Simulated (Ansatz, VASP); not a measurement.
One calculation of Te2Mo, two programs

The input INCAR:

```
ALGO     = Normal         # electronic algorithm
EDIFF    = 1E-6           # SCF threshold, eV
ENCUT    = 500            # plane-wave cutoff, eV
GGA      = PE             # functional
GGA_COMPAT= False        
ISIF     = 2              # what is computed and relaxed
ISMEAR   = 0              # smearing method
IVDW     = 12             # dispersion correction
LASPH    = True           # aspherical terms in the spheres
LCHARG   = False          # write CHGCAR
LREAL    = False          # projectors in reciprocal space
LWAVE    = False          # write WAVECAR
NBANDS   = 35             # bands
NELM     = 120            # most SCF steps
PREC     = Accurate       # precision mode
SIGMA    = 0.05           # smearing width, eV
```

The input KPOINTS:

```
k-points
0
Gamma
  10 10 2
```

The input POSCAR:

```
Te2Mo
1.0
    3.4964340951      0.0000000000      0.0000000000
   -1.7482170476      3.0280007490      0.0000000000
    0.0000000000      0.0000000000     13.7011346687
Te Mo
4 2
Direct
    0.3333333333      0.6666666667      0.6173445263
    0.6666666667      0.3333333333      0.1173445263
    0.3333333333      0.6666666667      0.8826554737
    0.6666666667      0.3333333333      0.3826554737
    0.3333333333      0.6666666667      0.2500000000
    0.6666666667      0.3333333333      0.7500000000
```

Input for Ansatz:

```yaml
crystal:
  lattice:
    - [3.4964340951, 0.0, 0.0]
    - [-1.7482170476, 3.028000749, 0.0]
    - [0.0, 0.0, 13.7011346687]
  atoms:
    - { symbol: Te, position: [0.3333333333, 0.6666666667, 0.6173445263] }
    - { symbol: Te, position: [0.6666666667, 0.3333333333, 0.1173445263] }
    - { symbol: Te, position: [0.3333333333, 0.6666666667, 0.8826554737] }
    - { symbol: Te, position: [0.6666666667, 0.3333333333, 0.3826554737] }
    - { symbol: Mo, position: [0.3333333333, 0.6666666667, 0.25] }
    - { symbol: Mo, position: [0.6666666667, 0.3333333333, 0.75] }
basis:
  ecutwfc: 420
  ecutrho_ratio: 4
kpoints:
  mp_grid: { grid: [10, 10, 2] }
hamiltonian:
  xc: pbe
  dispersion: d3bj
scf:
  occupations: { method: gaussian, width: 0.05 }
output:
  forces: true
  stress: true
  eigenvalues: true
  eigenstates:
    kpoints:
      - [0.0, 0.0, 0.0]
      - [0.011129495, -0.005564748, 0.0]
      - [-0.011129495, 0.005564748, 0.0]
      - [0.0, 0.009638426, 0.0]
      - [0.0, -0.009638426, 0.0]
      - [0.0, 0.0, 0.043612066]
      - [0.0, 0.0, -0.043612066]
      - [0.007869742, 0.002880525, 0.0]
      - [-0.007869742, -0.002880525, 0.0]
      - [0.007869742, -0.003934871, 0.030838388]
      - [-0.007869742, 0.003934871, -0.030838388]
      - [0.0, 0.006815396, 0.030838388]
      - [0.0, -0.006815396, -0.030838388]
      - [0.006425617, 0.002351939, 0.025179438]
      - [-0.006425617, -0.002351939, -0.025179438]
      - [0.197917, 0.195313, 0.0]
      - [0.209046495, 0.189748252, 0.0]
      - [0.186787505, 0.200877748, 0.0]
      - [0.197917, 0.204951426, 0.0]
      - [0.197917, 0.185674574, 0.0]
      - [0.197917, 0.195313, 0.043612066]
      - [0.197917, 0.195313, -0.043612066]
      - [0.205786742, 0.198193525, 0.0]
      - [0.190047258, 0.192432475, 0.0]
      - [0.205786742, 0.191378129, 0.030838388]
      - [0.190047258, 0.199247871, -0.030838388]
      - [0.197917, 0.202128396, 0.030838388]
      - [0.197917, 0.188497604, -0.030838388]
      - [0.204342617, 0.197664939, 0.025179438]
      - [0.191491383, 0.192961061, -0.025179438]
    e_range: [-2.09446, 2.09446]
```

Alike in both runs: task single point; functional PBE; dispersion D3(BJ); k mesh 10 × 10 × 2; occupations gaussian, width 0.05 eV; no spin polarisation.

|  | VASP | Ansatz |
| --- | --- | --- |
| version | VASP 6.6.1 | Ansatz 0.2.0 |
| potentials or method | VASP PAW PBE potentials, release 64 (Te, Mo_sv), cutoff 500 eV | scalar-relativistic, plane waves, PAW |
| valence electrons in the cell | 52 | 92 |

|  | VASP | Ansatz | Ansatz less VASP |
| --- | --- | --- | --- |
| gap on the k mesh at the Fermi level (eV) | 0.59 | 0.60 | +0.006 |
| least direct gap on the mesh (eV) | 1.16 | 1.16 | -0.002 |
| pressure (GPa) | 0.0 | 0.0 | -0.01 |
| rms of the force components (eV/Å) | 0.005 | 0.002 | -0.0025 |

Atom by atom the forces differ by 0.007 eV/Å (rms over components). VASP's potentials hold 52 valence electrons a cell and Ansatz's 92, so a difference there can come from the potentials and not from the codes.

Spin-orbit coupling is off throughout.
